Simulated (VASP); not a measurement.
Wanted: the native input for a VASP 6.6.1 run.

```
Task                   : single point
Functional             : PBEsol
Potentials or basis    : VASP PAW PBE potentials, release 64 (Ba_sv, Ti_sv, O)
Cutoff                 : 520 eV
k mesh                 : 8 × 8 × 8
Occupations            : fermi-dirac, width 0.05 eV
Spin                   : no spin polarisation
Dipole correction      : no
Further INCAR settings : ALGO = Normal; EDIFF = 1e-07; NBANDS = 28
```

The structure of BaTiO3 lies in POSCAR:

```
BaTiO3
1.0
    3.9841000000      0.0000000000      0.0000000000
    0.0000000000      2.8370500000      2.8173420000
    0.0000000000     -2.8370500000      2.8173420000
Ba Ti O
1 1 3
Direct
    0.0000000000      0.0000000000      0.0000000000
    0.5000000000      0.5079000000      0.5079000000
    0.0000000000      0.4921000000      0.4921000000
    0.5000000000      0.5025100000      0.9937100000
    0.5000000000      0.9937100000      0.5025100000
```

This cell differs from its parent crystal: zz strain of -1 %.

The input as run:

INCAR

```
SYSTEM = BaTiO3
PREC = Accurate
ENCUT = 520
EDIFF = 1E-7
ISMEAR = -1
SIGMA = 0.05
LREAL = .FALSE.
LASPH = .TRUE.
NELM = 60
ALGO = Normal
ISIF = 2
LWAVE = .FALSE.
LCHARG = .FALSE.
GGA = PS
NBANDS = 28
```

KPOINTS

```
Automatic mesh
0
G
  8 8 8
  0 0 0
```

Potentials or basis: VASP PAW PBE potentials, release 64 (Ba_sv, Ti_sv, O).

The run is started by

```bash
$ cat potpaw_PBE.64/Ba_sv/POTCAR potpaw_PBE.64/Ti_sv/POTCAR potpaw_PBE.64/O/POTCAR > POTCAR
$ mpirun -np 1 vasp_std > vasp.out
```

Results of the run:

- Pressure: -0.8 GPa
- Largest force: 0.167 eV/Å
- Band gap on the k mesh: 1.78 eV, indirect (least direct gap 1.95 eV)

Caveat: the cell differs from its parent crystal (zz strain of -1 %); the PAW data sets were made with another functional, which shifts forces and pressure a little; spin-orbit coupling is left out, which moves the levels of the heavy elements.

Run time: 2.3 min on 1 thread of Intel(R) Xeon(R) Platinum 8488C (Sapphire Rapids), on a shared host, peak memory 0.3 GiB.
